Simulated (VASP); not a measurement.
SiO, 2 atoms in the cell. Symmetry: Pm-3m, No. 221, cubic system. The conventional cell has a = 2.807 Å, b = 2.807 Å, c = 2.807 Å, α = 90.00°, β = 90.00°, γ = 90.00°. Si (site symmetry m-3m) has 8 O at 2.43 Å and 6 Si at 2.81 Å within 3.2 Å. O (site symmetry m-3m) has 8 Si at 2.43 Å and 6 O at 2.81 Å within 3.2 Å. 

```yaml
Program: VASP 6.6.1
Task: relaxation of cell and atoms
Functional: PBEsol
Potentials_or_basis: VASP PAW PBE potentials, release 64 (Si, O)
Cutoff: 600 eV
k_mesh: 9 × 9 × 9
Occupations: fermi-dirac, width 0.05 eV
Spin: no spin polarisation
Target_pressure: 5 GPa
Dipole_correction: no
Further_INCAR_settings: ALGO = Normal; EDIFF = 1e-07; IBRION = 2; EDIFFG = -0.01; NSW = 60; ISIF = 3
```

Potentials or basis: VASP PAW PBE potentials, release 64 (Si, O).

The run is started by

```console
$ cat potpaw_PBE.64/Si/POTCAR potpaw_PBE.64/O/POTCAR > POTCAR
$ mpirun -np 1 vasp_std > vasp.out
```

Hardware: 1 thread of Intel(R) Xeon(R) 6975P-C (Granite Rapids), on a shared host.

**Question.** Estimate the wall time of this run.

**Answer.** Run time: 7 s on 1 thread of Intel(R) Xeon(R) 6975P-C (Granite Rapids) (shared host), peak memory 0.13 GiB. Counts: scf iterations 31, k points 35, ion steps 3.
